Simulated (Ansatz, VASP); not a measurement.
# BiO3 in VASP and in Ansatz

```
CELL_PARAMETERS angstrom
6.68687 0.00000 0.00000
0.00000 6.68687 0.00000
0.00000 0.00000 6.68687
ATOMIC_POSITIONS crystal
Bi 0.87500 0.12500 0.62500
Bi 0.37500 0.37500 0.37500
Bi 0.12500 0.62500 0.87500
Bi 0.62500 0.87500 0.12500
O 0.62500 0.30989 0.55989
O 0.12500 0.19011 0.44011
O 0.05989 0.87500 0.69011
O 0.94011 0.37500 0.80989
O 0.80989 0.94011 0.37500
O 0.69011 0.05989 0.87500
O 0.19011 0.44011 0.12500
O 0.30989 0.55989 0.62500
O 0.44011 0.12500 0.19011
O 0.55989 0.62500 0.30989
O 0.87500 0.69011 0.05989
O 0.37500 0.80989 0.94011
```

Alike in both runs: task relaxation of cell and atoms; functional PBE; k mesh 6 × 6 × 6; occupations gaussian, width 0.1 eV; no spin polarisation.

```csv
,VASP,Ansatz
version,VASP 6.6.1,Ansatz 0.2.0
potentials or method,"VASP PAW PBE potentials, release 64 (Bi_d, O), cutoff 600 eV","scalar-relativistic, plane waves, PAW"
valence electrons in the cell,132,132
```

|  | VASP | Ansatz | Ansatz less VASP |
| --- | --- | --- | --- |
| gap on the k mesh at the Fermi level, each at its own relaxed structure (eV) | none | none | - |
| relaxed volume (Å³/atom) | 18.75 | 18.69 | -0.062 |
| relaxed length of the cell vector where the two differ most in proportion (Å) | 6.694 | 6.687 | -0.0074 |

A gap of «none» marks a metal or a gap that the smearing closes.

Neither program's run includes spin-orbit coupling.
